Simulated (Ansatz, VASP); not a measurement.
# As: VASP beside Ansatz

```
CELL_PARAMETERS angstrom
3.48430 0.00000 0.00000
-1.74215 3.01749 0.00000
0.00000 0.00000 23.24000
ATOMIC_POSITIONS crystal
As 0.33333 0.66667 0.60889
As 0.66667 0.33333 0.66948
```

Alike in both runs: task single point; functional PBEsol; dispersion D3(BJ); k mesh 12 × 12 × 1; occupations gaussian, width 0.04 eV; no spin polarisation.

|  | VASP | Ansatz |
| --- | --- | --- |
| version | VASP 6.6.1 | Ansatz 0.2.0 |
| potentials or method | VASP PAW PBE potentials, release 64 (As_d), cutoff 400 eV | scalar-relativistic, plane waves, PAW |
| valence electrons in the cell | 30 | 30 |

VASP gave:

| Quantity | Value |
| --- | --- |
| gap on the k mesh at the Fermi level (eV) | 1.28 |
| least direct gap on the mesh (eV) | 2.24 |
| rms of the force components (eV/Å) | 0.009 |

Estimate Ansatz's values.

gap on the k mesh at the Fermi level (eV): 1.27; least direct gap on the mesh (eV): 2.24; rms of the force components (eV/Å): 0.022.

VASP's potentials were made for PBE, not for PBEsol, and Ansatz warns of the same on its side. Atom by atom the forces differ by 0.013 eV/Å (rms over components).
